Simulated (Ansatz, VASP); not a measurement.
C: VASP beside Ansatz

```
C
1.0
     2.46570   -0.00001    0.00000
     1.23286    2.17806    0.00000
     0.00000    0.00000   26.00154
C
2
Direct
  0.16593 0.16500 0.50000
  0.49865 0.49958 0.50000
```

Change from the starting cell: strain along y +0.020, atoms relaxed.

Alike in both runs: functional PBE; dispersion D3(BJ); k mesh 21 × 21 × 1; occupations gaussian, width 0.1 eV; no spin polarisation.

Ansatz relaxed the structure, and its values are those at the end. VASP's run is a single point on that final structure, the one shown.

```csv
,VASP,Ansatz
version,VASP 6.6.1,Ansatz 0.2.0
potentials or method,"VASP PAW PBE potentials, release 64 (C), cutoff 520 eV","scalar-relativistic, plane waves, PAW"
valence electrons in the cell,8,8
```

```csv
,VASP,Ansatz,Ansatz less VASP
gap on the k mesh at the Fermi level (eV),0.21,0.21,-0.001
least direct gap on the mesh (eV),0.21,0.21,-0.001
```

Ansatz's warnings: stress scf threshold loose, structure snapped to symmetry.
